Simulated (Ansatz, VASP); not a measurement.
**Two plane-wave programs on AlNi**

```
Al Ni
1.0
     1.93869   -1.95319    0.00000
     1.93869    1.95319    0.00000
     0.00000    0.00000    3.09943
Al Ni
1 1
Cartesian
  0.0000 0.0000 0.0000
  1.9387 0.0000 1.5497
```

Alike in both runs: task single point; functional r2SCAN; k mesh 8 × 8 × 7; occupations gaussian, width 0.4 eV; no spin polarisation.

```csv
,VASP,Ansatz
version,VASP 6.6.1,Ansatz 0.2.0
potentials or method,"VASP PAW PBE potentials, release 64 (Al, Ni), cutoff 520 eV","scalar-relativistic, plane waves, PAW"
valence electrons in the cell,13,21
```

Ansatz gave:

```
gap on the k mesh at the Fermi level (eV)                     : none
pressure (GPa)                                                : 0.9
traceless stress, the component that is largest in VASP (GPa) : -3.95
```

**Question.** Estimate VASP's values.

**Answer.** gap on the k mesh at the Fermi level (eV): none; pressure (GPa): 0.7; traceless stress, the component that is largest in VASP (GPa): -4.11.

VASP's potentials were made for PBE, not for r2SCAN. A gap of «none» marks a metal or a gap that the smearing closes. VASP's potentials hold 13 valence electrons a cell and Ansatz's 21, so a difference there can come from the potentials and not from the codes.
